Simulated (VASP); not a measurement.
B, 1 atom in the cell. It takes space group Im-3m (No. 229, cubic). The conventional cell has a = 2.321 Å, b = 2.321 Å, c = 2.321 Å, α = 90.00°, β = 90.00°, γ = 90.00°. Within 2.7 Å of B (site symmetry m-3m) lie 14 B at 2.01 to 2.32 Å. This isn't the form of B at room conditions, which is rhombohedral.

| Property | Result |
| --- | --- |
| Program | VASP 6.6.1 |
| Task | single point |
| Functional | RPBE |
| Potentials or basis | VASP PAW PBE potentials, release 64 (B) |
| Cutoff | 520 eV |
| k mesh | 18 × 18 × 18 |
| Occupations | fermi-dirac, width 0.1 eV |
| Spin | no spin polarisation |
| Dipole correction | no |
| Further INCAR settings | ALGO = Normal; EDIFF = 1e-07; NBANDS = 8 |

Potentials or basis: VASP PAW PBE potentials, release 64 (B).

Run with:

```sh
$ cat potpaw_PBE.64/B/POTCAR > POTCAR
$ mpirun -np 1 vasp_std > vasp.out
```

Hardware: 1 thread of Intel Xeon 8259CL, on a shared host.

**Question.** How long does it take, and how much memory?

**Answer.** It took 6.8 s on 1 thread of Intel Xeon 8259CL, with other jobs on the host, peak memory 0.11 GiB. Counts: scf iterations 10, k points 195.
